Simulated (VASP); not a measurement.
A run of VASP 6.6.1:

File INCAR:

```
SYSTEM = BTe6
ALGO     = Normal         ! electronic algorithm
EDIFF    = 1E-6           ! SCF threshold, eV
ENCUT    = 520            ! plane-wave cutoff, eV
GGA      = PE             ! functional
ISIF     = 2              ! what is computed and relaxed
ISMEAR   = 0              ! smearing method
LASPH    = .True.         ! aspherical terms in the spheres
LCHARG   = .True.         ! write CHGCAR
LELF     = .True.         ! ELF
LREAL    = .False.        ! projectors in reciprocal space
LVHAR    = .True.       
LWAVE    = .False.        ! write WAVECAR
NBANDS   = 28             ! bands
NELM     = 80             ! most SCF steps
PREC     = Accurate       ! precision mode
SIGMA    = 0.1            ! smearing width, eV
```

KPOINTS

```
k-points
0
Gamma
  4 4 4
  0 0 0
```

POSCAR

```
BTe6
1.0
    6.2690054200      0.0000000000      0.0000000000
    0.0000000000      6.2690054200      0.0000000000
    0.0000000000      0.0000000000      6.2690054200
B Te
1 6
Direct
    0.0000000000      0.0000000000      0.0000000000
    0.2099999900      0.5000000000      0.5000000000
    0.5000000000      0.2099999900      0.5000000000
    0.7900000100      0.5000000000      0.5000000000
    0.5000000000      0.7900000100      0.5000000000
    0.5000000000      0.5000000000      0.2099999900
    0.5000000000      0.5000000000      0.7900000100
```

Potentials or basis: VASP PAW PBE potentials, release 64 (B, Te).

The run is started by

```console
$ cat potpaw_PBE.64/B/POTCAR potpaw_PBE.64/Te/POTCAR > POTCAR
$ mpirun -np 1 vasp_std > vasp.out
```

Hardware: 1 thread of Intel(R) Xeon(R) 6975P-C (Granite Rapids), on a shared host.

Estimate the wall time of this run.

Run time: 50 s on 1 thread of Intel(R) Xeon(R) 6975P-C (Granite Rapids) (shared host), peak memory 0.33 GiB. Counts: scf iterations 24, k points 10.
